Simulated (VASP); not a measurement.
# ZnS (P6_3mc) in VASP: notebook

ZnS is run at these levels: PBE; tasks: single point.

All numbers are computed with VASP 6.6.1; they aren't measurements. Logs are shortened: lines on timing, memory, paths and dates and some standing lists are left out, and cuts for length are marked.

**1. The cell of the first run**

It takes space group P6_3mc (No. 186, hexagonal). Conventional cell: a = 3.506 Å, b = 3.506 Å, c = 6.483 Å, α = 90.00°, β = 90.00°, γ = 120.00°. Within 2.9 Å of Zn (site symmetry 3m) lie 4 S at 2.16 to 2.50 Å. S (site symmetry 3m) has 4 Zn at 2.16 to 2.50 Å within 2.9 Å.

**2. Single point, PBE (strain -0.080 along x and y, +0.040 along z)**

INCAR

```
SYSTEM = ZnS
ALGO = Normal
EDIFF = 1E-6
ENCUT = 520
GGA = PE
ISIF = 2
ISMEAR = 0
LASPH = .True.
LCHARG = .False.
LREAL = .False.
LWAVE = .False.
NBANDS = 26
NELM = 100
PREC = Accurate
SIGMA = 0.05
```

KPOINTS

```
k-points
0
Gamma
  12 12 6
  0 0 0
```

POSCAR

```
ZnS
1.0
    3.5061188790      0.0000000000      0.0000000000
   -1.7530594395      3.0363880179      0.0000000000
    0.0000000000      0.0000000000      6.4833600000
Zn S
2 2
Direct
    0.3333333333      0.6666666667      0.0000000000
    0.6666666667      0.3333333333      0.5000000000
    0.3333333333      0.6666666667      0.3850000000
    0.6666666667      0.3333333333      0.8850000000
```

Potentials or basis: VASP PAW PBE potentials, release 64 (Zn, S).

Started as:

```console
> cat potpaw_PBE.64/Zn/POTCAR potpaw_PBE.64/S/POTCAR > POTCAR
> mpirun -np 1 vasp_std > vasp.out
```

OUTCAR:

```text
SYSTEM = ZnS
   EDIFF = 1E-6
   ENCUT = 520
   GGA = PE
   ISIF = 2
   ISMEAR = 0
   LASPH = .True.
   LREAL = .False.
   NELM = 100
   PREC = Accurate

 ion  position               nearest neighbor table
   1  0.333  0.667  0.000-   4 2.16   4 2.16   4 2.16   3 2.50
   2  0.667  0.333  0.500-   3 2.16   3 2.16   3 2.16   4 2.50
   3  0.333  0.667  0.385-   2 2.16   2 2.16   2 2.16   1 2.50
   4  0.667  0.333  0.885-   1 2.16   1 2.16   1 2.16   2 2.50

  LATTYP: Found a hexagonal cell.
 ALAT       =     3.5061188790
 C/A-ratio  =     1.8491557827

  Lattice vectors:

 A1 = (   3.5061188790,   0.0000000000,   0.0000000000)
 A2 = (  -1.7530594395,   3.0363880179,   0.0000000000)
 A3 = (   0.0000000000,   0.0000000000,   6.4833600000)

Analysis of symmetry for initial positions (statically):
=====================================================================
 Subroutine PRICEL returns:
 Original cell was already a primitive cell.

 Routine SETGRP: Setting up the symmetry group for a
 hexagonal supercell.

 Subroutine GETGRP returns: Found 12 space group operations
 (whereof  6 operations were pure point group operations)
 out of a pool of 24 trial point group operations.

The static configuration has the point symmetry C_3v.
 The point group associated with its full space group is C_6v.

Analysis of symmetry for dynamics (positions and initial velocities):
=====================================================================
 Subroutine PRICEL returns:
 Original cell was already a primitive cell.

 Routine SETGRP: Setting up the symmetry group for a
 hexagonal supercell.

 Subroutine GETGRP returns: Found 12 space group operations
 (whereof  6 operations were pure point group operations)
 out of a pool of 24 trial point group operations.

The dynamic configuration has the point symmetry C_3v.
 The point group associated with its full space group is C_6v.

 Subroutine INISYM returns: Found 12 space group operations
 (whereof  6 operations are pure point group operations),
 and found     1 'primitive' translations

----------------------------------------------------------------------------------------

                                     Primitive cell

  volume of cell :      69.0214

  direct lattice vectors                    reciprocal lattice vectors
     3.506118879  0.000000000  0.000000000     0.285215657  0.164669336  0.000000000
    -1.753059440  3.036388018  0.000000000     0.000000000  0.329338673  0.000000000
     0.000000000  0.000000000  6.483360000     0.000000000  0.000000000  0.154241011

  length of vectors
     3.506118879  3.506118879  6.483360000     0.329338673  0.329338673  0.154241011

  position of ions in fractional coordinates (direct lattice)
     0.333333333  0.666666667  0.000000000
     0.666666667  0.333333333  0.500000000
     0.333333333  0.666666667  0.385000000
     0.666666667  0.333333333  0.885000000

  ion indices of the primitive-cell ions
   primitive index   ion index
                 1           1
                 2           2
                 3           3
                 4           4

----------------------------------------------------------------------------------------

 KPOINTS: k-points

Automatic generation of k-mesh.
 Grid dimensions read from file:
 generate k-points for:   12   12    6

 Generating k-lattice:

  Cartesian coordinates                     Fractional coordinates (reciprocal lattice)
     0.023767971  0.013722445  0.000000000     0.083333333  0.000000000  0.000000000
     0.000000000  0.027444889  0.000000000     0.000000000  0.083333333  0.000000000
     0.000000000  0.000000000  0.025706835     0.000000000  0.000000000  0.166666667

  Length of vectors
     0.027444889  0.027444889  0.025706835

  Shift w.r.t. Gamma in fractional coordinates (k-lattice)
     0.000000000  0.000000000  0.000000000

 Subroutine IBZKPT returns following result:
 ===========================================

 Found     76 irreducible k-points:

 Following reciprocal coordinates:
            Coordinates               Weight
  0.000000  0.000000  0.000000      1.000000
  0.083333 -0.000000  0.000000      6.000000
  0.166667 -0.000000  0.000000      6.000000
  0.250000 -0.000000  0.000000      6.000000
  0.333333 -0.000000  0.000000      6.000000
  0.416667  0.000000  0.000000      6.000000
[... 16 lines left out ...]
  0.250000 -0.000000  0.166667     12.000000
  0.333333 -0.000000  0.166667     12.000000
 [... further k-points ...]
   k-points           NKPTS =     76   k-points in BZ     NKDIM =     76   number of bands    NBANDS=     26
   number of dos      NEDOS =    301   number of ions     NIONS =      4
   total plane-waves  NPLWV =  37632
   dimension x,y,z NGX =    28 NGY =   28 NGZ =   48
   dimension x,y,z NGXF=    56 NGYF=   56 NGZF=   96
   ions per type =               2   2
   NGX,Y,Z   is equivalent  to a cutoff of  13.28, 13.28, 12.31 a.u.
   NGXF,Y,Z  is equivalent  to a cutoff of  26.55, 26.55, 24.62 a.u.
 SYSTEM =  ZnS
   PREC   = accura    normal or accurate (medium, high low for compatibility)
   ISTART =      0    job   : 0-new  1-cont  2-samecut
   ICHARG =      2    charge: 1-file 2-atom 10-const
   ISPIN  =      1    spin polarized calculation?
   LNONCOLLINEAR =      F non collinear calculations
   LSORBIT =      F    spin-orbit coupling
   LASPH  =      T    aspherical Exc in radial PAW
   ENCUT  =  520.0 eV  38.22 Ry    6.18 a.u.   6.52  6.52 12.05*2*pi/ulx,y,z
   NELM   =    100;   NELMIN=  2; NELMDL= -5     # of ELM steps
   EDIFF  = 0.1E-05   stopping-criterion for ELM
   LREAL  =      F    real-space projection
   EDIFFG = 0.1E-04   stopping-criterion for IOM
   NSW    =      0    number of steps for IOM
   IBRION =     -1    ionic relax: 0-MD 1-quasi-New 2-CG
   NFREE  =      0    steps in history (QN), initial steepest desc. (CG)
   ISIF   =      2    stress and relaxation
   ISYM   =      2    0-nonsym 1-usesym 2-fastsym
   POTIM  = 0.5000    time-step for ionic-motion
   TEBEG  =    0.0;   TEEND  =   0.0 temperature during run
   PSTRESS=    0.0 pullay stress
   NELECT =      36.0000    total number of electrons
   NUPDOWN=      -1.0000    fix difference up-down
   EMIN   =  10.00;   EMAX   =-10.00  energy-range for DOS
   EFERMI =   0.00;   METHOD = LEGACY
   ISMEAR =     0;   SIGMA  =   0.05  broadening in eV -4-tet -1-fermi 0-gaus
   EFERMI_NEDOS =   21; number of points for ismear=-14 and -15
   IALGO  =     38    algorithm
   IMIX   =      4    mixing-type and parameters
     AMIX     =   0.40;   BMIX     =  1.00
     AMIX_MAG =   1.60;   BMIX_MAG =  1.00
  volume/ion in A,a.u.               =      17.26       116.44
  Fermi-wavevector in a.u.,A,eV,Ry     =   1.317794  2.490270 23.627633  1.736582
  Thomas-Fermi vector in A             =   2.447810
   LORBIT       =      0    0 simple, 1 ext, 2 COOP (PROOUT), +10 PAW based schemes
   GGA     = PE    functional components
   LHFCALC =     F    Hartree Fock is set to
   AEXX    =    0.0000 exact exchange contribution
   IVDW    =     0    specifies the selected vdW correction
   LEPSILON=     F    determine dielectric tensor
   LRPA    =     F    only Hartree local field effects (RPA)
 non-spin polarized calculation
 Gauss-broadening in eV      SIGMA  =   0.05
  energy-cutoff  :      520.00
  volume of cell :       69.02
 maximum number of plane-waves:      1896
 NGX is ok and might be reduce to    28
   NGX = 13   NGY = 13   NGZ = 25

 number of electron      36.0000018 magnetization

 Free energy of the ion-electron system (eV)
  ---------------------------------------------------
  ext. energy  EPLUGINS =         0.00000000
  ---------------------------------------------------
  free energy    TOTEN  =       -12.59230209 eV

  energy without entropy =      -12.59230209  energy(sigma->0) =      -12.59230209

 E-fermi :   3.9759     XC(G=0): -10.2561

 val. band max:        3.6916689085   @ k =   0.0000   0.0000   0.0000
 cond. band min:       5.8544100173   @ k =   0.0000   0.0000   0.0000
 fundamental gap:      2.1627411088
 Fermi energy:         3.9759120673

 k-point     1 :       0.0000    0.0000    0.0000
  band No.  band energies     occupation
      1     -10.8087      2.00000
      2      -9.9814      2.00000
      3      -3.6771      2.00000
      4      -3.6771      2.00000
      5      -3.6262      2.00000
      6      -3.6262      2.00000
[... 18 lines left out ...]
     25      11.3161      0.00000
     26      12.5360      0.00000

 k-point     2 :       0.0833   -0.0000    0.0000
  band No.  band energies     occupation
      1     -10.7416      2.00000
      2      -9.9300      2.00000
      3      -3.6888      2.00000
      4      -3.6593      2.00000
      5      -3.6282      2.00000
      6      -3.6055      2.00000
[... 18 lines left out ...]
     25      11.5966      0.00000
     26      12.2606      0.00000

 k-point     3 :       0.1667   -0.0000    0.0000
  band No.  band energies     occupation
      1     -10.5487      2.00000
      2      -9.7862      2.00000
      3      -3.7193      2.00000
      4      -3.6279      2.00000
      5      -3.6114      2.00000
      6      -3.5477      2.00000
[... 18 lines left out ...]
     25      11.7917      0.00000
     26      12.3613      0.00000

 k-point     4 :       0.2500   -0.0000    0.0000
  band No.  band energies     occupation
      1     -10.2574      2.00000
      2      -9.5830      2.00000
      3      -3.7504      2.00000
      4      -3.6178      2.00000
      5      -3.5499      2.00000
      6      -3.4666      2.00000
[... 18 lines left out ...]
     25      11.9292      0.00000
     26      12.8344      0.00000
[... 496 lines left out ...]
      1     -10.5040      2.00000
      2      -9.8451      2.00000
      3      -3.7186      2.00000
      4      -3.6401      2.00000
      5      -3.6076      2.00000
      6      -3.5525      2.00000
[... 18 lines left out ...]
     25      11.8417      0.00000
     26      12.2304      0.00000

 k-point    23 :       0.2500   -0.0000    0.1667
  band No.  band energies     occupation
      1     -10.2168      2.00000
      2      -9.6335      2.00000
      3      -3.7500      2.00000
      4      -3.6357      2.00000
      5      -3.5447      2.00000
      6      -3.4726      2.00000
[... 18 lines left out ...]
     25      12.0653      0.00000
     26      12.9183      0.00000

 k-point    24 :       0.3333   -0.0000    0.1667
  band No.  band energies     occupation
      1      -9.8859      2.00000
      2      -9.4158      2.00000
      3      -3.7535      2.00000
      4      -3.6218      2.00000
      5      -3.4889      2.00000
      6      -3.3919      2.00000
[... 18 lines left out ...]
     25      12.8796      0.00000
     26      14.3983      0.00000

 [... further k-points ...]
[... 5 lines left out ...]
  --------------------------------------------------------------------------------------
  -------------------------------------------------------------------------------------
  Total       12.3119086     12.3119086      0.9006574      0.0000000      0.0000000      0.0000000
  in kB      285.7932204    285.7932204     20.9067330      0.0000000      0.0000000      0.0000000
  external PRESSURE =     197.4977246 kB  Pullay stress =       0.0000000 kB

 VOLUME and BASIS-vectors are now :
 -----------------------------------------------------------------------------
  energy-cutoff  :      520.00
  volume of cell :       69.02
      direct lattice vectors                 reciprocal lattice vectors
     3.506118879  0.000000000  0.000000000     0.285215657  0.164669336  0.000000000
    -1.753059440  3.036388018  0.000000000     0.000000000  0.329338673  0.000000000
     0.000000000  0.000000000  6.483360000     0.000000000  0.000000000  0.154241011

 POSITION                                       TOTAL-FORCE (eV/Angst)
 -----------------------------------------------------------------------------------
     -0.00000      2.02426      0.00000        -0.000000     -0.000000      1.481198
      1.75306      1.01213      3.24168         0.000000      0.000000      1.481198
     -0.00000      2.02426      2.49609         0.000000      0.000000     -1.481198
      1.75306      1.01213      5.73777        -0.000000      0.000000     -1.481198
 -----------------------------------------------------------------------------------
    total drift:                               -0.000001     -0.000001      0.000299

  FREE ENERGIE OF THE ION-ELECTRON SYSTEM (eV)
  ---------------------------------------------------
  free  energy   TOTEN  =       -12.5923020887 eV

  energy  without entropy=      -12.5923020887  energy(sigma->0) =      -12.59230209
```

It took 48 s on 1 thread of Intel Xeon 6975P-C (Granite Rapids), shared host; peak memory 0.25 GiB.

Results:

```
Free energy            : -12.5923 eV
Pressure               : 19.7 GPa
Largest force          : 1.481 eV/Å
Band gap on the k mesh : 2.16 eV
```

Forces in eV/Å, atoms in the order of the input:
```
Zn   0.000  0.000  1.481
Zn   0.000  0.000  1.481
S    0.000  0.000 -1.481
S    0.000  0.000 -1.481
```

Stress tensor (GPa, compression positive):
```
28.58  0.00  0.00
 0.00 28.58  0.00
 0.00  0.00  2.09
```

Caveat: the cell differs from its parent crystal (strain -0.080 along x and y, +0.040 along z); the cell stands under pressure; forces of over 1 eV/Å act on the atoms, so gaps and moduli don't describe the material at rest. A k mesh can miss the band edges.

(Continued in part 2 of 2.)
